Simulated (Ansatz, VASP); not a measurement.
Al3Ru in VASP and in Ansatz

```
CELL_PARAMETERS angstrom
3.48206 0.00000 0.00000
-1.74103 3.01555 0.00000
0.00000 0.00000 6.34096
ATOMIC_POSITIONS crystal
Al 0.00000 0.00000 0.25800
Al 0.00000 0.00000 0.74200
Al 0.00000 0.00000 0.50000
Ru 0.00000 0.00000 0.00000
```

Alike in both runs: task single point; functional PBE; k mesh 6 × 6 × 4; occupations gaussian, width 0.1 eV; no spin polarisation.

```csv
,VASP,Ansatz
version,VASP 6.6.1,Ansatz 0.2.0
potentials or method,"VASP PAW PBE potentials, release 64 (Al, Ru_sv), cutoff 560 eV","scalar-relativistic, plane waves, PAW"
valence electrons in the cell,25,25
```

|  | VASP | Ansatz | Ansatz less VASP |
| --- | --- | --- | --- |
| gap on the k mesh at the Fermi level (eV) | none | none | - |
| rms of the force components (eV/Å) | 1.208 | 1.275 | +0.0675 |

Atom by atom the forces differ by 0.067 eV/Å (rms over components). A gap of «none» marks a metal or a gap that the smearing closes.
